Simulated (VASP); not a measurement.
# AlN (F-43m) in VASP: notebook, part 2 of 2

VASP 6.6.1.

## Step 3: Vibrations by perturbation theory, PBEsol

This run uses another cell than the first one, of 10.65 Å³/atom, 1.049 times its volume.

File INCAR:

```
SYSTEM = AlN
PREC = Accurate ; ENCUT = 520
EDIFF = 1E-8 ; ISMEAR = 0
SIGMA = 0.01 ; LREAL = .FALSE.
LASPH = .TRUE. ; NELM = 60
ALGO = Normal ; ISIF = 2
LWAVE = .FALSE. ; LCHARG = .FALSE.
GGA = PS ; IBRION = 8
NSW = 1 ; LEPSILON = .TRUE.
```

File KPOINTS:

```
Automatic mesh
0
G
  10 10 10
  0 0 0
```

File POSCAR:

```
AlN
1.0
    0.0000000000      2.2001275320      2.2001275320
    2.2001275320      0.0000000000      2.2001275320
    2.2001275320      2.2001275320      0.0000000000
Al N
1 1
Direct
    0.0000000000      0.0000000000      0.0000000000
    0.7500000000      0.7500000000      0.7500000000
```

Potentials or basis: VASP PAW PBE potentials, release 64 (Al, N).

Command:

```sh
$ cat potpaw_PBE.64/Al/POTCAR potpaw_PBE.64/N/POTCAR > POTCAR
$ mpirun -np 1 vasp_std > vasp.out
```

OUTCAR:

```text
SYSTEM = AlN
   PREC = Accurate
   ENCUT = 520
   EDIFF = 1E-8
   ISMEAR = 0
   LREAL = .FALSE.
   LASPH = .TRUE.
   NELM = 60
   ISIF = 2
   GGA = PS
   IBRION = 8
   NSW = 1
   LEPSILON = .TRUE.

 ion  position               nearest neighbor table
   1  0.000  0.000  0.000-   2 1.91   2 1.91   2 1.91   2 1.91
   2  0.750  0.750  0.750-   1 1.91   1 1.91   1 1.91   1 1.91

  LATTYP: Found a face centered cubic cell.
 ALAT       =     4.4002550640

  Lattice vectors:

 A1 = (   0.0000000000,   2.2001275320,   2.2001275320)
 A2 = (   2.2001275320,   0.0000000000,   2.2001275320)
 A3 = (   2.2001275320,   2.2001275320,   0.0000000000)

Analysis of symmetry for initial positions (statically):
=====================================================================
 Subroutine PRICEL returns:
 Original cell was already a primitive cell.

 Routine SETGRP: Setting up the symmetry group for a
 face centered cubic supercell.

 Subroutine GETGRP returns: Found 24 space group operations
 (whereof 24 operations were pure point group operations)
 out of a pool of 48 trial point group operations.

The static configuration has the point symmetry T_d .

Analysis of symmetry for dynamics (positions and initial velocities):
=====================================================================
 Subroutine PRICEL returns:
 Original cell was already a primitive cell.

 Routine SETGRP: Setting up the symmetry group for a
 face centered cubic supercell.
[... 522 lines left out ...]

 PIEZOELECTRIC TENSOR (including local field effects)  for field in x, y, z        (C/m^2)
          XX          YY          ZZ          XY          YZ          ZX
  --------------------------------------------------------------------------------
  x     0.00000    -0.00000    -0.00000     0.00000     0.62228     0.00000
  y     0.00000    -0.00000    -0.00000     0.00000     0.00000     0.62228
  z    -0.00000     0.00000     0.00000     0.62228     0.00000     0.00000

 BORN EFFECTIVE CHARGES (including local field effects) (in |e|, cummulative output)
 ---------------------------------------------------------------------------------
 ion    1
    1     2.53600     0.00000    -0.00000
    2     0.00000     2.53600    -0.00000
    3     0.00000     0.00000     2.53600
 ion    2
    1    -2.53600     0.00000     0.00000
    2     0.00000    -2.53600     0.00000
    3    -0.00000    -0.00000    -2.53600

 INTERNAL STRAIN TENSOR FOR ION    2 for displacements in x,y,z  (eV/Angst):
          X           Y           Z          XY          YZ          ZX
  --------------------------------------------------------------------------------
  x     0.00000     0.00000     0.00000     0.00000     8.17478     0.00000
  y    -0.00000     0.00000    -0.00000     0.00000     0.00000     8.17478
  z     0.00000     0.00000     0.00000     8.17478     0.00000     0.00000

 SECOND DERIVATIVES (NOT SYMMETRIZED)
 ------------------------------------
               1X          1Y          1Z          2X          2Y          2Z
  1X   -13.758167    0.000000    0.000000   13.758167    0.000000    0.000000
  1Y     0.000000  -13.758167    0.000000    0.000000   13.758167    0.000000
  1Z     0.000000    0.000000  -13.758167    0.000000    0.000000   13.758167
  2X    13.755605    0.000000    0.000000  -13.755605    0.000000    0.000000
  2Y     0.000000   13.755605    0.000000    0.000000  -13.755605    0.000000
  2Z     0.000000    0.000000   13.755605    0.000000    0.000000  -13.755605

 Eigenvectors and eigenvalues of the dynamical matrix
 ----------------------------------------------------

   1 f  =   19.098199 THz   119.997524 2PiTHz  637.047351 cm-1    78.983770 meV
             X         Y         Z           dx          dy          dz
      0.000000  0.000000  0.000000     0.000000    0.584534    0.000000
      3.300191  3.300191  3.300191     0.000000   -0.811369    0.000000
[... 21 lines left out ...]
   6 f/i=    0.000844 THz     0.005301 2PiTHz    0.028140 cm-1     0.003489 meV
             X         Y         Z           dx          dy          dz
      0.000000  0.000000  0.000000     0.000000    0.000000    0.811369
      3.300191  3.300191  3.300191     0.000000    0.000000    0.584534

--------------------------------------------------------------------------------------------------------

 MACROSCOPIC STATIC DIELECTRIC TENSOR IONIC CONTRIBUTION
 ------------------------------------------------------
           3.971653     0.000000     0.000000
           0.000000     3.971653    -0.000000
           0.000000    -0.000000     3.971653
 ------------------------------------------------------

 ELASTIC MODULI CONTR FROM IONIC RELAXATION (kBar)
 Direction    XX          YY          ZZ          XY          YZ          ZX
 --------------------------------------------------------------------------------
 XX          -0.0000     -0.0000     -0.0000     -0.0000      0.0000      0.0000
 YY          -0.0000     -0.0000     -0.0000     -0.0000     -0.0000      0.0000
 ZZ          -0.0000     -0.0000     -0.0000      0.0000     -0.0000      0.0000
 XY          -0.0000     -0.0000      0.0000   -342.1631      0.0000      0.0000
 YZ           0.0000     -0.0000     -0.0000      0.0000   -342.1631      0.0000
 ZX           0.0000      0.0000      0.0000      0.0000      0.0000   -342.1631
 --------------------------------------------------------------------------------

 PIEZOELECTRIC TENSOR IONIC CONTR  for field in x, y, z        (C/m^2)
          XX          YY          ZZ          XY          YZ          ZX
  --------------------------------------------------------------------------------
  x     0.00000    -0.00000    -0.00000     0.00000    -1.09692     0.00000
  y     0.00000     0.00000     0.00000     0.00000     0.00000    -1.09692
  z    -0.00000    -0.00000     0.00000    -1.09692    -0.00000    -0.00000
```

OSZICAR:

```text
N       E                     dE             d eps       ncg     rms          rms(c)
DAV:   1     0.789465713078E+01    0.78947E+01   -0.41158E+03   800   0.832E+02
DAV:   2    -0.173082006877E+02   -0.25203E+02   -0.24559E+02   984   0.142E+02
DAV:   3    -0.177968815191E+02   -0.48868E+00   -0.48868E+00   848   0.245E+01
DAV:   4    -0.177986753840E+02   -0.17939E-02   -0.17939E-02  1152   0.139E+00
[... 144 lines left out ...]
RMM:   8    -0.236678896680E+00    0.45508E-06    0.17054E-09  4844   0.157E-04    0.421E-05
RMM:   9    -0.236678883466E+00    0.13215E-07    0.93300E-10  4863   0.576E-05    0.265E-06
RMM:  10    -0.236678904841E+00   -0.21376E-07   -0.28968E-10  4982   0.725E-06    0.155E-06
RMM:  11    -0.236678907553E+00   -0.27116E-08   -0.62434E-10  4101   0.404E-06    0.122E-07
 Linear response finished
```

Run time: 56 s. Hardware: 1 thread of Intel Xeon 6975P-C (Granite Rapids), shared host; peak memory 0.2 GiB.

Results:

| Item | Value |
| --- | --- |
| Electronic dielectric tensor (diagonal) | 4.67 |
| Born charges (mean of the diagonal) | Al +2.54; N -2.54 e |
| Highest phonon frequency at Γ, LO-TO splitting left out | 637 cm⁻¹ |

Phonon frequencies in cm⁻¹ (negative: imaginary):
```csv
q point,frequencies
"(0.000, 0.000, 0.000)",0 0 0 637 637 637
```

Electronic dielectric tensor:
```
4.67 0.00 0.00
0.00 4.67 0.00
0.00 0.00 4.67
```

Born effective charge tensors (e):
atom 1, Al
```
2.54 0.00 0.00
0.00 2.54 0.00
0.00 0.00 2.54
```
atom 2, N
```
-2.54  0.00  0.00
 0.00 -2.54  0.00
 0.00  0.00 -2.54
```

Caveat: the cell wasn't relaxed at this level first, which shifts response properties; the PAW data sets were made with another functional, which shifts forces and pressure a little.

## Step 4: Vibrations by perturbation theory, PBEsol

This run uses another cell than the first one, of 10.19 Å³/atom, 1.004 times its volume.

File INCAR:

```
SYSTEM = AlN
PREC     = Accurate       ! precision mode
ENCUT    = 520            ! plane-wave cutoff, eV
EDIFF    = 1E-8           ! SCF threshold, eV
ISMEAR   = 0              ! smearing method
SIGMA    = 0.01           ! smearing width, eV
LREAL    = .False.        ! projectors in reciprocal space
LASPH    = .True.         ! aspherical terms in the spheres
NELM     = 100            ! most SCF steps
ALGO     = Normal         ! electronic algorithm
ISIF     = 2              ! what is computed and relaxed
LWAVE    = .False.        ! write WAVECAR
LCHARG   = .True.         ! write CHGCAR
GGA      = PS             ! functional
IBRION   = 8              ! ionic algorithm
NSW      = 1              ! ionic steps
LEPSILON = .True.         ! dielectric tensor by DFPT
```

File KPOINTS:

```
regular mesh
0
Gamma
  10 10 10
  0 0 0
```

File POSCAR:

```
AlN
1.0
    0.0000000000      2.1682520773      2.1682520773
    2.1682520773      0.0000000000      2.1682520773
    2.1682520773      2.1682520773      0.0000000000
Al N
1 1
Direct
    0.0000000000      0.0000000000      0.0000000000
    0.7500000000      0.7500000000      0.7500000000
```

Potentials or basis: VASP PAW PBE potentials, release 64 (Al, N).

Command:

```sh
$ cat potpaw_PBE.64/Al/POTCAR potpaw_PBE.64/N/POTCAR > POTCAR
$ mpirun -np 1 vasp_std > vasp.out
```

OUTCAR:

```text
SYSTEM = AlN
   PREC = Accurate
   ENCUT = 520
   EDIFF = 1E-8
   ISMEAR = 0
   LREAL = .False.
   LASPH = .True.
   NELM = 100
   ISIF = 2
   GGA = PS
   IBRION = 8
   NSW = 1
   LEPSILON = .True.

 ion  position               nearest neighbor table
   1  0.000  0.000  0.000-   2 1.88   2 1.88   2 1.88   2 1.88
   2  0.750  0.750  0.750-   1 1.88   1 1.88   1 1.88   1 1.88

  LATTYP: Found a face centered cubic cell.
[... 593 lines left out ...]
      3.252378  3.252378  3.252378    -0.811398    0.000000    0.000000
[... 21 lines left out ...]
   6 f/i=    0.000093 THz     0.000585 2PiTHz    0.003107 cm-1     0.000385 meV
             X         Y         Z           dx          dy          dz
      0.000000  0.000000  0.000000    -0.106114   -0.501534   -0.628943
      3.252378  3.252378  3.252378    -0.076440   -0.361283   -0.453062

--------------------------------------------------------------------------------------------------------

 MACROSCOPIC STATIC DIELECTRIC TENSOR IONIC CONTRIBUTION
 ------------------------------------------------------
           3.635816     0.000000     0.000000
           0.000000     3.635816     0.000000
           0.000000     0.000000     3.635816
 ------------------------------------------------------

 ELASTIC MODULI CONTR FROM IONIC RELAXATION (kBar)
 Direction    XX          YY          ZZ          XY          YZ          ZX
 --------------------------------------------------------------------------------
 XX          -0.0000      0.0000      0.0000      0.0000      0.0000      0.0000
 YY           0.0000     -0.0000      0.0000      0.0000      0.0000      0.0000
 ZZ           0.0000      0.0000     -0.0000      0.0000      0.0000      0.0000
 XY           0.0000      0.0000      0.0000   -532.8974      0.0000      0.0000
 YZ           0.0000      0.0000      0.0000      0.0000   -532.8974      0.0000
 ZX           0.0000      0.0000      0.0000      0.0000      0.0000   -532.8974
 --------------------------------------------------------------------------------

 PIEZOELECTRIC TENSOR IONIC CONTR  for field in x, y, z        (C/m^2)
          XX          YY          ZZ          XY          YZ          ZX
  --------------------------------------------------------------------------------
  x     0.00000     0.00000     0.00000    -0.00000    -1.30977    -0.00000
  y     0.00000     0.00000     0.00000    -0.00000    -0.00000    -1.30977
  z     0.00000     0.00000     0.00000    -1.30977    -0.00000    -0.00000
```

It took 60 s on 1 thread of Intel Xeon 6975P-C (Granite Rapids), shared host; peak memory 0.2 GiB.

What came out:

```yaml
Electronic_dielectric_tensor_diagonal: 4.59
Born_charges_mean_of_the_diagonal: Al +2.53; N -2.53 e
Highest_phonon_frequency_at_Γ_LO-TO_splitting_left_out: 679 cm⁻¹
```

Phonon frequencies in cm⁻¹ (negative: imaginary):
```csv
q point,frequencies
"(0.000, 0.000, 0.000)",0 0 0 679 679 679
```

Electronic dielectric tensor:
```
4.59 0.00 0.00
0.00 4.59 0.00
0.00 0.00 4.59
```

Born effective charge tensors (e):
atom 1, Al
```
2.53 0.00 0.00
0.00 2.53 0.00
0.00 0.00 2.53
```
atom 2, N
```
-2.53  0.00  0.00
 0.00 -2.53  0.00
 0.00  0.00 -2.53
```

Caveat: the cell wasn't relaxed at this level first, which shifts response properties; the PAW data sets were made with another functional, which shifts forces and pressure a little.

## Step 5: Vibrations by perturbation theory, PBEsol

This run uses another cell than the first one, of 9.16 Å³/atom, 0.903 times its volume.

File INCAR:

```
SYSTEM = AlN
PREC     = Accurate       ! precision mode
ENCUT    = 520            ! plane-wave cutoff, eV
EDIFF    = 1E-8           ! SCF threshold, eV
ISMEAR   = 0              ! smearing method
SIGMA    = 0.01           ! smearing width, eV
LREAL    = .FALSE.        ! projectors in reciprocal space
LASPH    = .TRUE.         ! aspherical terms in the spheres
NELM     = 80             ! most SCF steps
ALGO     = Normal         ! electronic algorithm
ISIF     = 2              ! what is computed and relaxed
LWAVE    = .FALSE.        ! write WAVECAR
LCHARG   = .FALSE.        ! write CHGCAR
GGA      = PS             ! functional
NBANDS   = 11             ! bands
IBRION   = 8              ! ionic algorithm
NSW      = 1              ! ionic steps
LEPSILON = .TRUE.         ! dielectric tensor by DFPT
```

File KPOINTS:

```
regular mesh
0
G
  10 10 10
  0 0 0
```

File POSCAR:

```
AlN
1.0
    0.0000000000      2.0926605048      2.0926605048
    2.0926605048      0.0000000000      2.0926605048
    2.0926605048      2.0926605048      0.0000000000
Al N
1 1
Direct
    0.0000000000      0.0000000000      0.0000000000
    0.7500000000      0.7500000000      0.7500000000
```

Potentials or basis: VASP PAW PBE potentials, release 64 (Al, N).

Command:

```sh
$ cat potpaw_PBE.64/Al/POTCAR potpaw_PBE.64/N/POTCAR > POTCAR
$ mpirun -np 1 vasp_std > vasp.out
```

OUTCAR:

```text
SYSTEM = AlN
   PREC = Accurate
   ENCUT = 520
   EDIFF = 1E-8
   ISMEAR = 0
   LREAL = .FALSE.
   LASPH = .TRUE.
   NELM = 80
   ISIF = 2
   GGA = PS
   IBRION = 8
   NSW = 1
   LEPSILON = .TRUE.

 ion  position               nearest neighbor table
   1  0.000  0.000  0.000-   2 1.81   2 1.81   2 1.81   2 1.81
   2  0.750  0.750  0.750-   1 1.81   1 1.81   1 1.81   1 1.81

  LATTYP: Found a face centered cubic cell.
 ALAT       =     4.1853210096

  Lattice vectors:

 A1 = (   0.0000000000,   2.0926605048,   2.0926605048)
 A2 = (   2.0926605048,   0.0000000000,   2.0926605048)
 A3 = (   2.0926605048,   2.0926605048,   0.0000000000)

Analysis of symmetry for initial positions (statically):
[... 639 lines left out ...]
  z    -0.00000    -0.00000    -0.00000    17.41208     0.00000     0.00000

 SECOND DERIVATIVES (NOT SYMMETRIZED)
 ------------------------------------
               1X          1Y          1Z          2X          2Y          2Z
  1X   -21.016196    0.000000    0.000000   21.016196    0.000000    0.000000
  1Y     0.000000  -21.016196    0.000000    0.000000   21.016196    0.000000
  1Z     0.000000    0.000000  -21.016196    0.000000    0.000000   21.016196
  2X    21.021057    0.000000    0.000000  -21.021057    0.000000    0.000000
  2Y     0.000000   21.021057    0.000000    0.000000  -21.021057    0.000000
  2Z     0.000000    0.000000   21.021057    0.000000    0.000000  -21.021057

 Eigenvectors and eigenvalues of the dynamical matrix
 ----------------------------------------------------

   1 f  =   23.607439 THz   148.329912 2PiTHz  787.459393 cm-1    97.632478 meV
             X         Y         Z           dx          dy          dz
      0.000000  0.000000  0.000000    -0.584453    0.000000    0.000000
      3.138991  3.138991  3.138991     0.811427    0.000000    0.000000
[... 21 lines left out ...]
   6 f/i=    0.001295 THz     0.008134 2PiTHz    0.043183 cm-1     0.005354 meV
             X         Y         Z           dx          dy          dz
      0.000000  0.000000  0.000000     0.000000    0.000000    0.811427
      3.138991  3.138991  3.138991     0.000000    0.000000    0.584453

--------------------------------------------------------------------------------------------------------

 MACROSCOPIC STATIC DIELECTRIC TENSOR IONIC CONTRIBUTION
 ------------------------------------------------------
           2.970838     0.000000     0.000000
           0.000000     2.970838    -0.000000
           0.000000    -0.000000     2.970838
 ------------------------------------------------------

 ELASTIC MODULI CONTR FROM IONIC RELAXATION (kBar)
 Direction    XX          YY          ZZ          XY          YZ          ZX
 --------------------------------------------------------------------------------
 XX          -0.0000      0.0000      0.0000     -0.0000      0.0000     -0.0000
 YY           0.0000     -0.0000     -0.0000     -0.0000     -0.0000      0.0000
 ZZ           0.0000     -0.0000     -0.0000      0.0000     -0.0000     -0.0000
 XY          -0.0000     -0.0000      0.0000  -1214.3614     -0.0000      0.0000
 YZ           0.0000     -0.0000     -0.0000     -0.0000  -1214.3614     -0.0000
 ZX          -0.0000      0.0000     -0.0000      0.0000     -0.0000  -1214.3614
 --------------------------------------------------------------------------------

 PIEZOELECTRIC TENSOR IONIC CONTR  for field in x, y, z        (C/m^2)
          XX          YY          ZZ          XY          YZ          ZX
  --------------------------------------------------------------------------------
  x     0.00000    -0.00000    -0.00000    -0.00000    -1.78725    -0.00000
  y    -0.00000     0.00000    -0.00000     0.00000    -0.00000    -1.78725
  z    -0.00000    -0.00000     0.00000    -1.78725    -0.00000     0.00000
```

stdout:

```text
POSCAR found type information on POSCAR AlN
 POSCAR found :  2 types and       2 ions
 scaLAPACK will be used
 -----------------------------------------------------------------------------
|                                                                             |
|                                                                             |
[... 39 lines left out ...]
 first order change of Fermi-energy   0.14892E-04
 force on displaced ion       1 direction 1 : -21.016   0.000   0.000
 Born effective charge ion    1 direction 1 :   2.515   0.000   0.000
 Linear response progress:
 first order change of Fermi-energy   0.76052E-03
 force on displaced ion       2 direction 1 : -21.021  -0.000  -0.000
 Born effective charge ion    2 direction 1 :  -2.515   0.000   0.000
 Born effective charges drift removed
 Linear response finished
```

Run time: 92 s. Hardware: 1 thread of Intel Xeon Platinum 8559C (Emerald Rapids), shared host; peak memory 0.21 GiB.

What came out:

- Electronic dielectric tensor (diagonal): 4.44
- Born charges (mean of the diagonal): Al +2.51; N -2.51 e
- Highest phonon frequency at Γ, LO-TO splitting left out: 787 cm⁻¹

Phonon frequencies in cm⁻¹ (negative: imaginary):
```
              q point        frequencies
(0.000, 0.000, 0.000)  0 0 0 787 787 787
```

Electronic dielectric tensor:
```
4.44 0.00 0.00
0.00 4.44 0.00
0.00 0.00 4.44
```

Born effective charge tensors (e):
atom 1, Al
```
2.51 0.00 0.00
0.00 2.51 0.00
0.00 0.00 2.51
```
atom 2, N
```
-2.51  0.00  0.00
 0.00 -2.51  0.00
 0.00  0.00 -2.51
```

Caveat: the cell wasn't relaxed at this level first, which shifts response properties; the PAW data sets were made with another functional, which shifts forces and pressure a little.
